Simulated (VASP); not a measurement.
Set up this calculation in VASP 6.6.1, as the native input.

```yaml
Task: single point
Functional: PBE
Potentials_or_basis: VASP PAW PBE potentials, release 64 (Ir)
Cutoff: 520 eV
k_mesh: 14 × 14 × 14
Occupations: methfessel-paxton, width 1 eV
Spin: no spin polarisation
Dipole_correction: no
Further_INCAR_settings: ALGO = Normal; EDIFF = 1e-06; NBANDS = 10
```

The structure of Ir lies in POSCAR:

```
Ir
1.0
    0.0000000000      1.9360622002      1.9360622002
    1.9360622002      0.0000000000      1.9360622002
    1.9360622002      1.9360622002      0.0000000000
Ir
1
Direct
    0.0000000000      0.0000000000      0.0000000000
```

The input as run:

INCAR

```
ALGO     = Normal         # electronic algorithm
EDIFF    = 1E-6           # SCF threshold, eV
ENCUT    = 520            # plane-wave cutoff, eV
GGA      = PE             # functional
ISIF     = 2              # what is computed and relaxed
ISMEAR   = 1              # smearing method
LASPH    = T              # aspherical terms in the spheres
LCHARG   = F              # write CHGCAR
LREAL    = F              # projectors in reciprocal space
LWAVE    = F              # write WAVECAR
NBANDS   = 10             # bands
NELM     = 80             # most SCF steps
PREC     = Accurate       # precision mode
SIGMA    = 1.0            # smearing width, eV
```

KPOINTS

```
k-points
0
Gamma
  14 14 14
```

Potentials or basis: VASP PAW PBE potentials, release 64 (Ir).

Run with:

```bash
$ cat potpaw_PBE.64/Ir/POTCAR > POTCAR
$ mpirun -np 1 vasp_std > vasp.out
```

Results of the run:

```json
{
 "Pressure": "0.4 GPa"
}
```

Run time: 11 s on 1 thread of Intel Xeon 6975P-C (shared host), peak memory 0.14 GiB.
